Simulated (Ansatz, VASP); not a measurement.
**AlN in VASP and in Ansatz**

The input INCAR:

```
SYSTEM = AlN
ALGO = Normal
EDIFF = 1E-6
ENCUT = 520
GGA = PE
ISIF = 2
ISMEAR = 0
LASPH = .True.
LCHARG = .False.
LREAL = .False.
LWAVE = .False.
NBANDS = 16
NELM = 60
PREC = Accurate
SIGMA = 0.05
```

Contents of KPOINTS:

```
k-points
0
Gamma
  9 9 6
  0 0 0
```

POSCAR

```
AlN
1.0
    3.0776198361      0.0000000000      0.0000000000
   -1.5388099180      2.6652969613      0.0000000000
    0.0000000000      0.0000000000      4.9331731272
Al N
2 2
Direct
    0.3145786745      0.6666666667      0.0017290859
    0.6854213255      0.3333333333      0.5017290859
    0.3499209514      0.6666666667      0.3832709141
    0.6500790486      0.3333333333      0.8832709141
```

Input for Ansatz:

```yaml
crystal:
  lattice:
    - [3.0776198361, 0.0, 0.0]
    - [-1.538809918, 2.6652969613, 0.0]
    - [0.0, 0.0, 4.9331731272]
  atoms:
    - { symbol: Al, position: [0.3145786745, 0.6666666667, 0.0017290859] }
    - { symbol: Al, position: [0.6854213255, 0.3333333333, 0.5017290859] }
    - { symbol: "N", position: [0.3499209514, 0.6666666667, 0.3832709141] }
    - { symbol: "N", position: [0.6500790486, 0.3333333333, 0.8832709141] }
basis:
  ecutwfc: 520.0
kpoints:
  mp_grid: { grid: [9, 9, 6] }
hamiltonian:
  xc: pbe
  pseudopotentials: { kind: paw, azcp: { folder: soft_1 } }
scf:
  occupations: { method: gaussian, width: 0.05 }
output:
  forces: true
  stress: true
  eigenvalues: true
```

Change from the starting cell: mode 4 frozen in at -0.059 Å, equal normal strain along x, y and z -0.0167.

Alike in both runs: task single point; functional PBE; k mesh 9 × 9 × 6; occupations gaussian, width 0.05 eV; no spin polarisation.

|  | VASP | Ansatz |
| --- | --- | --- |
| version | VASP 6.6.1 | Ansatz 0.2.0 |
| potentials or method | VASP PAW PBE potentials, release 64 (Al, N), cutoff 520 eV | scalar-relativistic, plane waves, PAW |
| valence electrons in the cell | 16 | 16 |

|  | VASP | Ansatz | Ansatz less VASP |
| --- | --- | --- | --- |
| gap on the k mesh at the Fermi level (eV) | 4.45 | 4.44 | -0.012 |
| least direct gap on the mesh (eV) | 4.45 | 4.44 | -0.012 |
| pressure (GPa) | 10.5 | 10.7 | +0.16 |
| traceless stress, the component that is largest in VASP (GPa) | -0.35 | -0.38 | -0.029 |
| rms of the force components (eV/Å) | 0.146 | 0.145 | -0.0007 |

Atom by atom the forces differ by 0.001 eV/Å (rms over components).
